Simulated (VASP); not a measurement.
Crystal: Zr2TiB2.

```
Zr Ti B
1.0
     3.13011    0.00000    0.00000
     0.00000    8.49076    0.00000
    -1.54333    0.00000    2.72890
Zr Ti B
2 1 2
Direct
  0.62912 0.20763 0.57063
  0.62912 0.79237 0.57063
  0.97348 0.50000 0.20145
  0.30007 0.00000 0.91250
  0.96916 0.00000 0.24345
```

| Item | Value |
| --- | --- |
| Program | VASP 6.6.1 |
| Task | relaxation of cell and atoms |
| Functional | PBE |
| Potentials or basis | VASP PAW PBE potentials, release 64 (Zr_sv, Ti_sv, B) |
| Cutoff | 600 eV |
| k mesh | 6 × 2 × 6 |
| Occupations | gaussian, width 0.1 eV |
| Spin | no spin polarisation |

At the start: pressure 1.9 GPa; volume 14.51 Å³/atom.

Question: How do energy, volume and symmetry change on relaxing?

Answer: Over 11 steps the energy falls by 3.8 meV/atom and the volume is 14.75 Å³/atom (+1.7 %); space group Pm (No. 6, to 0.1 Å) before, P-6m2 (No. 187, to 0.1 Å).

Step by step:
```
step  energy change (eV)  largest force (eV/Å)  pressure (GPa)  volume (Å³)
   1              0.0000                0.2463            1.88        72.53
   2             -0.0049                0.1525           -1.87        74.32
   3             -0.0089                0.1347           -0.41        73.60
   4             -0.0117                0.1265           -0.06        73.49
   5             -0.0121                0.1233            0.12        73.44
   6             -0.0137                0.1096            0.05        73.50
   7             -0.0151                0.1112           -0.11        73.65
   8             -0.0164                0.0750           -0.06        73.63
   9             -0.0180                0.0441            0.13        73.57
  10             -0.0181                0.0616            0.20        73.55
  11             -0.0190                0.0240           -0.28        73.75
```

Final structure:
```
Zr Ti B
1.0
     3.15922    0.00000   -0.01061
     0.00000    8.53160    0.00000
    -1.56695    0.00000    2.74163
Zr Ti B
2 1 2
Direct
  0.63233 0.20592 0.56651
  0.63233 0.79408 0.56651
  0.97058 0.50000 0.23158
  0.29963 0.00000 0.90023
  0.96609 0.00000 0.23383
```

Caveat: the k points lie up to 0.38 Å⁻¹ apart in the final cell, too coarse for converged energies and pressures of a metal.
